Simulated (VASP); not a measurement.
# KF (F-43m) in VASP: further runs

The runs below take KF through vibrations by perturbation theory, with PBE.

Everything below comes from runs of VASP 6.6.1. Logs are shortened: lines on timing, memory, paths and dates and some standing lists are left out, and cuts for length are marked.

## 1. The cell of the first run

Symmetry: F-43m, No. 216, cubic system. Conventional cell: a = 5.830 Å, b = 5.830 Å, c = 5.830 Å, α = 90.00°, β = 90.00°, γ = 90.00°. Within 3.3 Å of K (site symmetry -43m) lie 4 F at 2.52 Å. F (site symmetry -43m) has 4 K at 2.52 Å within 3.3 Å.

## 2. Vibrations by perturbation theory, PBE

Input file INCAR:

```
ALGO = Normal
EDIFF = 1E-8
ENCUT = 520
GGA = PE
IBRION = 8
ISIF = 2
ISMEAR = 0
LASPH = True
LCHARG = False
LEPSILON = True
LREAL = False
LWAVE = False
NBANDS = 15
NELM = 60
NSW = 1
PREC = Accurate
SIGMA = 0.01
```

Input file KPOINTS:

```
k-points
0
Gamma
  8 8 8
```

Input file POSCAR:

```
KF
1.0
    0.0000000000      2.9150000000      2.9150000000
    2.9150000000      0.0000000000      2.9150000000
    2.9150000000      2.9150000000      0.0000000000
K F
1 1
Direct
    0.0000000000      0.0000000000      0.0000000000
    0.2500000000      0.2500000000      0.2500000000
```

Potentials or basis: VASP PAW PBE potentials, release 64 (K_sv, F).

The run is started by

```console
cat potpaw_PBE.64/K_sv/POTCAR potpaw_PBE.64/F/POTCAR > POTCAR
mpirun -np 1 vasp_std > vasp.out
```

OUTCAR:

```text
EDIFF = 1E-8
   ENCUT = 520
   GGA = PE
   IBRION = 8
   ISIF = 2
   ISMEAR = 0
   LASPH = True
   LEPSILON = True
   LREAL = False
   NELM = 60
   NSW = 1
   PREC = Accurate

 ion  position               nearest neighbor table
   1  0.000  0.000  0.000-   2 2.52   2 2.52   2 2.52   2 2.52
   2  0.250  0.250  0.250-   1 2.52   1 2.52   1 2.52   1 2.52

  LATTYP: Found a face centered cubic cell.
 ALAT       =     5.8300000000

  Lattice vectors:

 A1 = (   0.0000000000,   2.9150000000,   2.9150000000)
 A2 = (   2.9150000000,   0.0000000000,   2.9150000000)
 A3 = (   2.9150000000,   2.9150000000,   0.0000000000)

Analysis of symmetry for initial positions (statically):
=====================================================================
 Subroutine PRICEL returns:
 Original cell was already a primitive cell.

 Routine SETGRP: Setting up the symmetry group for a
 face centered cubic supercell.

 Subroutine GETGRP returns: Found 24 space group operations
 (whereof 24 operations were pure point group operations)
 out of a pool of 48 trial point group operations.

The static configuration has the point symmetry T_d .

Analysis of symmetry for dynamics (positions and initial velocities):
=====================================================================
 Subroutine PRICEL returns:
 Original cell was already a primitive cell.

 Routine SETGRP: Setting up the symmetry group for a
 face centered cubic supercell.

 Subroutine GETGRP returns: Found 24 space group operations
 (whereof 24 operations were pure point group operations)
 out of a pool of 48 trial point group operations.

The dynamic configuration has the point symmetry T_d .

 Subroutine INISYM returns: Found 24 space group operations
 (whereof 24 operations are pure point group operations),
 and found     1 'primitive' translations

----------------------------------------------------------------------------------------

                                     Primitive cell

  volume of cell :      49.5388

  direct lattice vectors                    reciprocal lattice vectors
     0.000000000  2.915000000  2.915000000    -0.171526587  0.171526587  0.171526587
     2.915000000  0.000000000  2.915000000     0.171526587 -0.171526587  0.171526587
     2.915000000  2.915000000  0.000000000     0.171526587  0.171526587 -0.171526587

  length of vectors
     4.122432534  4.122432534  4.122432534     0.297092763  0.297092763  0.297092763

  position of ions in fractional coordinates (direct lattice)
     0.000000000  0.000000000  0.000000000
     0.250000000  0.250000000  0.250000000

  ion indices of the primitive-cell ions
   primitive index   ion index
                 1           1
                 2           2

----------------------------------------------------------------------------------------

 KPOINTS: k-points

Automatic generation of k-mesh.
 Grid dimensions read from file:
 generate k-points for:    8    8    8

 Generating k-lattice:

  Cartesian coordinates                     Fractional coordinates (reciprocal lattice)
    -0.021440823  0.021440823  0.021440823     0.125000000  0.000000000  0.000000000
     0.021440823 -0.021440823  0.021440823     0.000000000  0.125000000  0.000000000
[... 580 lines left out ...]
  ---------------------------------------------------
  free energy    TOTEN  =        -0.11472043 eV

  energy without entropy =       -0.11472043

------------------------ aborting loop because EDIFF is reached ----------------------------------------

--------------------------------------- Ionic step        2  -------------------------------------------

------------------------ aborting loop because EDIFF is reached ----------------------------------------

--------------------------------------- Ionic step        3  -------------------------------------------

------------------------ aborting loop because EDIFF is reached ----------------------------------------

 PIEZOELECTRIC TENSOR FIELD DIRECTION 3  (e Angst)
 -----------------------------------------------------------------------------
     0.00003 -0.38238  0.00000           (  0.00000  0.01866  0.00000)
    -0.38238  0.00003  0.00000           (  0.01866  0.00000  0.00000)
     0.00000  0.00000  0.00000           (  0.00000  0.00000 -0.00000)

 PIEZOELECTRIC TENSOR FIELD DIRECTION 3  (C/m^2)
 -----------------------------------------------------------------------------
     0.00001 -0.12367  0.00000
    -0.12367  0.00001  0.00000
     0.00000  0.00000  0.00000

--------------------------------------- Ionic step        4  -------------------------------------------

------------------------ aborting loop because EDIFF is reached ----------------------------------------

[... ionic steps 5 to 6 ...]

--------------------------------------- Ionic step        7  -------------------------------------------

 Free energy of the ion-electron system (eV)
  ---------------------------------------------------
  ---------------------------------------------------
  free energy    TOTEN  =        -0.53795461 eV

  energy without entropy =       -0.53795461

------------------------ aborting loop because EDIFF is reached ----------------------------------------

 INTERNAL STRAIN TENSOR  FOR ION    2  DIRECTION 1   (eV/Angst):
 -----------------------------------------------------------------------------
     0.00361  0.00000  0.00000
     0.00000 -0.00262 -3.44745
     0.00000 -3.44745 -0.00262

 MACROSCOPIC STATIC DIELECTRIC TENSOR (including local field effects in DFT)
 ------------------------------------------------------
           1.757692     0.000000     0.000000
           0.000000     1.757692    -0.000000
           0.000000     0.000000     1.757692
 ------------------------------------------------------

 PIEZOELECTRIC TENSOR (including local field effects)  for field in x, y, z        (e  Angst)
          XX          YY          ZZ          XY          YZ          ZX
  --------------------------------------------------------------------------------
  x     0.00000    -0.00000    -0.00000     0.00000    -0.38314    -0.00000
  y     0.00000     0.00000     0.00000    -0.00000     0.00000    -0.38314
  z     0.00000     0.00000     0.00000    -0.38314    -0.00000     0.00000

 PIEZOELECTRIC TENSOR (including local field effects)  for field in x, y, z        (C/m^2)
          XX          YY          ZZ          XY          YZ          ZX
  --------------------------------------------------------------------------------
  x     0.00000    -0.00000    -0.00000     0.00000    -0.12392    -0.00000
  y     0.00000     0.00000     0.00000    -0.00000     0.00000    -0.12392
  z     0.00000     0.00000     0.00000    -0.12392    -0.00000     0.00000

 BORN EFFECTIVE CHARGES (including local field effects) (in |e|, cummulative output)
 ---------------------------------------------------------------------------------
 ion    1
    1     1.08220    -0.00000     0.00000
    2     0.00000     1.08220    -0.00000
    3     0.00000     0.00000     1.08220
 ion    2
    1    -1.08220     0.00000    -0.00000
    2    -0.00000    -1.08220     0.00000
    3    -0.00000    -0.00000    -1.08220

 INTERNAL STRAIN TENSOR FOR ION    2 for displacements in x,y,z  (eV/Angst):
          X           Y           Z          XY          YZ          ZX
  --------------------------------------------------------------------------------
  x     0.00000     0.00000     0.00000     0.00000    -3.44745     0.00000
  y     0.00000     0.00000     0.00000     0.00000     0.00000    -3.44745
  z     0.00000     0.00000     0.00000    -3.44745     0.00000     0.00000

 SECOND DERIVATIVES (NOT SYMMETRIZED)
 ------------------------------------
               1X          1Y          1Z          2X          2Y          2Z
  1X    -2.476037    0.000000    0.000000    2.476037    0.000000    0.000000
  1Y     0.000000   -2.476037    0.000000    0.000000    2.476037    0.000000
  1Z     0.000000    0.000000   -2.476037    0.000000    0.000000    2.476037
  2X     2.463020    0.000000    0.000000   -2.463020    0.000000    0.000000
  2Y     0.000000    2.463020    0.000000    0.000000   -2.463020    0.000000
  2Z     0.000000    0.000000    2.463020    0.000000    0.000000   -2.463020

 Eigenvectors and eigenvalues of the dynamical matrix
 ----------------------------------------------------

   1 f  =    6.867551 THz    43.150098 2PiTHz  229.076855 cm-1    28.401897 meV
             X         Y         Z           dx          dy          dz
      0.000000  0.000000  0.000000     0.000000    0.572863    0.000000
      1.457500  1.457500  1.457500     0.000000   -0.819651    0.000000
[... 21 lines left out ...]
   6 f/i=    0.008498 THz     0.053397 2PiTHz    0.283474 cm-1     0.035146 meV
             X         Y         Z           dx          dy          dz
      0.000000  0.000000  0.000000     0.000000    0.000000    0.819651
      1.457500  1.457500  1.457500     0.000000    0.000000    0.572863

--------------------------------------------------------------------------------------------------------

 MACROSCOPIC STATIC DIELECTRIC TENSOR IONIC CONTRIBUTION
 ------------------------------------------------------
           1.732287    -0.000000     0.000000
          -0.000000     1.732287     0.000000
           0.000000     0.000000     1.732287
 ------------------------------------------------------

 ELASTIC MODULI CONTR FROM IONIC RELAXATION (kBar)
 Direction    XX          YY          ZZ          XY          YZ          ZX
 --------------------------------------------------------------------------------
 XX           0.0000      0.0000      0.0000      0.0000      0.0000      0.0000
 YY           0.0000      0.0000      0.0000      0.0000      0.0000      0.0000
 ZZ           0.0000      0.0000      0.0000      0.0000      0.0000      0.0000
 XY           0.0000      0.0000      0.0000   -154.3988     -0.0000     -0.0000
 YZ           0.0000      0.0000      0.0000     -0.0000   -154.3988      0.0000
 ZX           0.0000      0.0000      0.0000     -0.0000      0.0000   -154.3988
 --------------------------------------------------------------------------------

 PIEZOELECTRIC TENSOR IONIC CONTR  for field in x, y, z        (C/m^2)
          XX          YY          ZZ          XY          YZ          ZX
  --------------------------------------------------------------------------------
  x     0.00000     0.00000     0.00000     0.00000     0.48664    -0.00000
  y     0.00000     0.00000     0.00000    -0.00000    -0.00000     0.48664
  z     0.00000     0.00000     0.00000     0.48664     0.00000     0.00000
```

Wall time 6 min (1 thread of Intel Xeon Platinum 8488C (Sapphire Rapids), shared host); peak memory 0.32 GiB.

Results:

```
Electronic dielectric tensor (diagonal)                 : 1.76
Born charges (mean of the diagonal)                     : K +1.08; F -1.08 e
Highest phonon frequency at Γ, LO-TO splitting left out : 229 cm⁻¹
```

Phonon frequencies in cm⁻¹ (negative: imaginary):
| q point | frequencies |
| --- | --- |
| (0.000, 0.000, 0.000) | 0 0 0 229 229 229 |

Electronic dielectric tensor:
```
1.76 0.00 0.00
0.00 1.76 0.00
0.00 0.00 1.76
```

Born effective charge tensors (e):
atom 1, K
```
1.08 0.00 0.00
0.00 1.08 0.00
0.00 0.00 1.08
```
atom 2, F
```
-1.08  0.00  0.00
 0.00 -1.08  0.00
 0.00  0.00 -1.08
```

Caveat: the cell stands under pressure or tension, which shifts response properties.

## 3. Vibrations by perturbation theory, PBE

This run uses another cell than the first one, of 26.35 Å³/atom.

Input file INCAR:

```
ALGO = Normal ; EDIFF = 1E-8
ENCUT = 520 ; GGA = PE
IBRION = 8 ; ISIF = 2
ISMEAR = 0 ; LASPH = True
LCHARG = False ; LEPSILON = True
LREAL = False ; LWAVE = False
NELM = 100 ; NSW = 1
PREC = Accurate ; SIGMA = 0.01
```

KPOINTS is that of step 2.

Input file POSCAR:

```
KF
1.0
    0.0000000000      2.9758000000      2.9758000000
    2.9758000000      0.0000000000      2.9758000000
    2.9758000000      2.9758000000      0.0000000000
K F
1 1
Direct
    0.0000000000      0.0000000000      0.0000000000
    0.2500000000      0.2500000000      0.2500000000
```

Potentials or basis: VASP PAW PBE potentials, release 64 (K_sv, F).

The run is started by

```console
cat potpaw_PBE.64/K_sv/POTCAR potpaw_PBE.64/F/POTCAR > POTCAR
mpirun -np 1 vasp_std > vasp.out
```

OUTCAR:

```text
EDIFF = 1E-8
   ENCUT = 520
   GGA = PE
   IBRION = 8
   ISIF = 2
   ISMEAR = 0
   LASPH = True
   LEPSILON = True
   LREAL = False
   NELM = 100
   NSW = 1
   PREC = Accurate

 ion  position               nearest neighbor table
   1  0.000  0.000  0.000-   2 2.58   2 2.58   2 2.58   2 2.58
   2  0.250  0.250  0.250-   1 2.58   1 2.58   1 2.58   1 2.58

  LATTYP: Found a face centered cubic cell.
 ALAT       =     5.9516000000

  Lattice vectors:

 A1 = (   0.0000000000,   2.9758000000,   2.9758000000)
 A2 = (   2.9758000000,   0.0000000000,   2.9758000000)
 A3 = (   2.9758000000,   2.9758000000,   0.0000000000)

Analysis of symmetry for initial positions (statically):
=====================================================================
 Subroutine PRICEL returns:
 Original cell was already a primitive cell.

 Routine SETGRP: Setting up the symmetry group for a
 face centered cubic supercell.

 Subroutine GETGRP returns: Found 24 space group operations
 (whereof 24 operations were pure point group operations)
 out of a pool of 48 trial point group operations.

The static configuration has the point symmetry T_d .

Analysis of symmetry for dynamics (positions and initial velocities):
=====================================================================
 Subroutine PRICEL returns:
 Original cell was already a primitive cell.

 Routine SETGRP: Setting up the symmetry group for a
 face centered cubic supercell.

 Subroutine GETGRP returns: Found 24 space group operations
[... 618 lines left out ...]
          XX          YY          ZZ          XY          YZ          ZX
  --------------------------------------------------------------------------------
  x    -0.00000    -0.00000    -0.00000     0.00000    -0.11521    -0.00000
  y     0.00000    -0.00000     0.00000    -0.00000     0.00000    -0.11521
  z    -0.00000    -0.00000     0.00000    -0.11521    -0.00000     0.00000

 BORN EFFECTIVE CHARGES (including local field effects) (in |e|, cummulative output)
 ---------------------------------------------------------------------------------
 ion    1
    1     1.07661    -0.00000    -0.00000
    2     0.00000     1.07661     0.00000
    3    -0.00000    -0.00000     1.07661
 ion    2
    1    -1.07661     0.00000     0.00000
    2     0.00000    -1.07661    -0.00000
    3     0.00000     0.00000    -1.07661

 INTERNAL STRAIN TENSOR FOR ION    2 for displacements in x,y,z  (eV/Angst):
          X           Y           Z          XY          YZ          ZX
  --------------------------------------------------------------------------------
  x    -0.00000     0.00000     0.00000     0.00000    -2.45344     0.00000
  y    -0.00000     0.00000    -0.00000     0.00000     0.00000    -2.45344
  z     0.00000     0.00000    -0.00000    -2.45344     0.00000     0.00000

 SECOND DERIVATIVES (NOT SYMMETRIZED)
 ------------------------------------
               1X          1Y          1Z          2X          2Y          2Z
  1X    -1.930920    0.000000    0.000000    1.930920    0.000000    0.000000
  1Y     0.000000   -1.930920    0.000000    0.000000    1.930920    0.000000
  1Z     0.000000    0.000000   -1.930920    0.000000    0.000000    1.930920
  2X     1.956667    0.000000    0.000000   -1.956667    0.000000    0.000000
  2Y     0.000000    1.956667    0.000000    0.000000   -1.956667    0.000000
  2Z     0.000000    0.000000    1.956667    0.000000    0.000000   -1.956667

 Eigenvectors and eigenvalues of the dynamical matrix
 ----------------------------------------------------

   1 f  =    6.102626 THz    38.343931 2PiTHz  203.561699 cm-1    25.238423 meV
             X         Y         Z           dx          dy          dz
      0.000000  0.000000  0.000000     0.010640   -0.175807   -0.541373
      1.487900  1.487900  1.487900    -0.015365    0.253882    0.781794
[... 21 lines left out ...]
   6 f/i=    0.018917 THz     0.118859 2PiTHz    0.631003 cm-1     0.078234 meV
             X         Y         Z           dx          dy          dz
      0.000000  0.000000  0.000000    -0.139790    0.425586    0.689369
      1.487900  1.487900  1.487900    -0.096801    0.294707    0.477370

--------------------------------------------------------------------------------------------------------

 MACROSCOPIC STATIC DIELECTRIC TENSOR IONIC CONTRIBUTION
 ------------------------------------------------------
           2.047303    -0.000000    -0.000000
          -0.000000     2.047303    -0.000000
          -0.000000    -0.000000     2.047303
 ------------------------------------------------------

 ELASTIC MODULI CONTR FROM IONIC RELAXATION (kBar)
 Direction    XX          YY          ZZ          XY          YZ          ZX
 --------------------------------------------------------------------------------
 XX          -0.0000      0.0000      0.0000      0.0000     -0.0000     -0.0000
 YY           0.0000     -0.0000      0.0000      0.0000      0.0000      0.0000
 ZZ           0.0000      0.0000     -0.0000     -0.0000      0.0000     -0.0000
 XY           0.0000      0.0000     -0.0000    -93.2528      0.0000      0.0000
 YZ          -0.0000      0.0000      0.0000      0.0000    -93.2528      0.0000
 ZX          -0.0000      0.0000     -0.0000      0.0000      0.0000    -93.2528
 --------------------------------------------------------------------------------

 PIEZOELECTRIC TENSOR IONIC CONTR  for field in x, y, z        (C/m^2)
          XX          YY          ZZ          XY          YZ          ZX
  --------------------------------------------------------------------------------
  x     0.00000    -0.00000    -0.00000    -0.00000     0.41114    -0.00000
  y     0.00000    -0.00000     0.00000     0.00000     0.00000     0.41114
  z    -0.00000    -0.00000     0.00000     0.41114    -0.00000    -0.00000
```

stdout:

```text
POSCAR found type information on POSCAR K F
 POSCAR found :  2 types and       2 ions
 scaLAPACK will be used
 LDA part: xc-table for (Slater+PW92), standard interpolation
 POSCAR, INCAR and KPOINTS ok, starting setup
 FFT: planning ... GRIDC
 FFT: planning ... GRID_SOFT
 FFT: planning ... GRID
 WAVECAR not read
 entering main loop
[... 23 lines left out ...]
  Direction:   3
 dielectric tensor                  component  3 :     0.008     0.012     1.724
 Linear response DOF=           2
 Linear response progress:
 first order change of Fermi-energy  -0.66034E-03
 force on displaced ion       1 direction 1 :  -1.931  -0.000  -0.000
 Born effective charge ion    1 direction 1 :   1.076   0.000   0.000
 Linear response progress:
 first order change of Fermi-energy   0.32498E-02
 force on displaced ion       2 direction 1 :  -1.957   0.000   0.000
 Born effective charge ion    2 direction 1 :  -1.077   0.000   0.000
 Born effective charges drift removed
 Linear response finished
```

It took 5.1 min on 1 thread of Intel Xeon Platinum 8488C (Sapphire Rapids), shared host; peak memory 0.32 GiB.

What came out:

```yaml
Electronic_dielectric_tensor_diagonal: 1.72
Born_charges_mean_of_the_diagonal: K +1.08; F -1.08 e
Highest_phonon_frequency_at_Γ_LO-TO_splitting_left_out: 204 cm⁻¹
```

Phonon frequencies in cm⁻¹ (negative: imaginary):
| q point | frequencies |
| --- | --- |
| (0.000, 0.000, 0.000) | -1 -1 -1 204 204 204 |

Electronic dielectric tensor:
```
1.72 0.00 0.00
0.00 1.72 0.00
0.00 0.00 1.72
```

Born effective charge tensors (e):
atom 1, K
```
1.08 0.00 0.00
0.00 1.08 0.00
0.00 0.00 1.08
```
atom 2, F
```
-1.08  0.00  0.00
 0.00 -1.08  0.00
 0.00  0.00 -1.08
```
